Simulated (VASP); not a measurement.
## CdS: single point with PBEsol

CdS:

```
CELL_PARAMETERS angstrom
3.89844 0.00000 0.00000
0.00000 5.51149 0.00000
0.00000 0.00000 3.89810
ATOMIC_POSITIONS crystal
Cd 0.50000 0.50000 0.24303
Cd 0.00000 0.00000 0.75697
S 0.50000 0.00000 0.25516
S 0.00000 0.50000 0.74484
```

```json
{
  "Program": "VASP 6.6.1",
  "Task": "single point",
  "Functional": "PBEsol",
  "Potentials or basis": "VASP PAW PBE potentials, release 64 (Cd, S)",
  "Cutoff": "520 eV",
  "k mesh": "6 × 4 × 6",
  "Occupations": "gaussian, width 0.01 eV",
  "Spin": "no spin polarisation",
  "Dipole correction": "no",
  "Further INCAR settings": "ALGO = Normal; EDIFF = 1e-07; NBANDS = 26"
}
```

```
Pressure               : -4.2 GPa
Largest force          : 0.028 eV/Å
Band gap on the k mesh : 0.13 eV
```

Forces on the atoms (eV/Å):
```
Cd   0.000  0.000  0.020
Cd   0.000  0.000 -0.020
S    0.000  0.000 -0.028
S    0.000  0.000  0.028
```

Stress tensor (GPa, compression positive):
```
-4.14  0.00  0.00
 0.00 -4.24  0.00
 0.00  0.00 -4.15
```

Levels at points of the mesh, in eV from the valence-band top:
```tsv
k point	band 15	band 16	band 17	band 18	band 19	band 20	band 21	band 22
(0.00, 0.00, 0.00)	-2.08	-0.70	-0.70	-0.70	0.13	0.69	5.93	9.11
(0.50, 0.00, 0.00)	-2.26	-2.26	-0.14	-0.14	4.29	4.29	5.26	5.26
(0.00, 0.50, 0.00)	-1.36	-1.36	-1.36	-1.36	2.91	2.91	6.40	6.40
(0.50, 0.50, 0.00)	0.00	0.00	0.00	0.00	3.37	3.37	5.81	5.81
(0.00, 0.00, 0.50)	-2.27	-2.26	-0.15	-0.13	4.28	4.31	5.26	5.26
(0.50, 0.00, 0.50)	-2.08	-2.08	-2.08	-2.08	0.13	0.13	5.93	5.93
(0.00, 0.50, 0.50)	0.00	0.00	0.00	0.00	3.37	3.37	5.81	5.81
(0.50, 0.50, 0.50)	-3.14	-3.14	-2.84	-2.84	3.28	3.28	6.56	6.56
```

It took 45 s on 1 thread of Intel(R) Xeon(R) Platinum 8559C (Emerald Rapids) (shared host), peak memory 0.23 GiB.

Caveat: the cell stands under tension; the PAW data sets were made with another functional, which shifts forces and pressure a little. A k mesh can miss the band edges.
